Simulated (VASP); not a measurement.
BN: single point with PBEsol

The system is BN.

```
CELL_PARAMETERS angstrom
2.75825 0.00000 0.00000
-1.37913 2.38872 0.00000
0.00000 0.00000 4.39593
ATOMIC_POSITIONS crystal
B 0.66667 0.33333 0.99972
B 0.33333 0.66667 0.49972
N 0.66667 0.33333 0.62528
N 0.33333 0.66667 0.12528
```

This cell differs from its parent crystal: strain +0.080 along x and y, +0.040 along z.

```yaml
Program: VASP 6.6.1
Task: single point
Functional: PBEsol
Potentials_or_basis: VASP PAW PBE potentials, release 64 (B, N)
Cutoff: 520 eV
k_mesh: 12 × 12 × 6
Occupations: gaussian, width 0.05 eV
Spin: no spin polarisation
```

```json
{
 "Pressure": "-54.0 GPa",
 "Largest force": "0.096 eV/Å",
 "Band gap on the k mesh": "5.26 eV, indirect (least direct gap 6.54 eV)"
}
```

Forces on the atoms (eV/Å):
```
B    0.000  0.000 -0.096
B    0.000  0.000 -0.096
N    0.000  0.000  0.096
N    0.000  0.000  0.096
```

Stress tensor (GPa, compression positive):
```
-60.87   0.00   0.00
  0.00 -60.87   0.00
  0.00   0.00 -40.29
```

Levels at points of the mesh, in eV from the valence-band top:
```tsv
k point	band 6	band 7	band 8	band 9	band 10	band 11
(0.00, 0.00, 0.00)	-0.18	0.00	0.00	6.54	7.18	7.18
(0.50, 0.00, 0.00)	-4.26	-3.65	-1.61	5.48	7.28	9.20
(0.00, 0.00, 0.50)	-1.10	-1.10	-1.10	7.03	7.03	8.59
(0.50, 0.00, 0.50)	-3.14	-2.85	-2.85	5.68	5.68	8.80
```

Run time: 74 s on 1 thread of AMD EPYC 7R43 64-Core Processor (Zen 3), on a shared host, peak memory 0.13 GiB.

Caveat: the cell differs from its parent crystal (strain +0.080 along x and y, +0.040 along z); the PAW data sets were made with another functional, which shifts forces and pressure a little. A k mesh can miss the band edges.
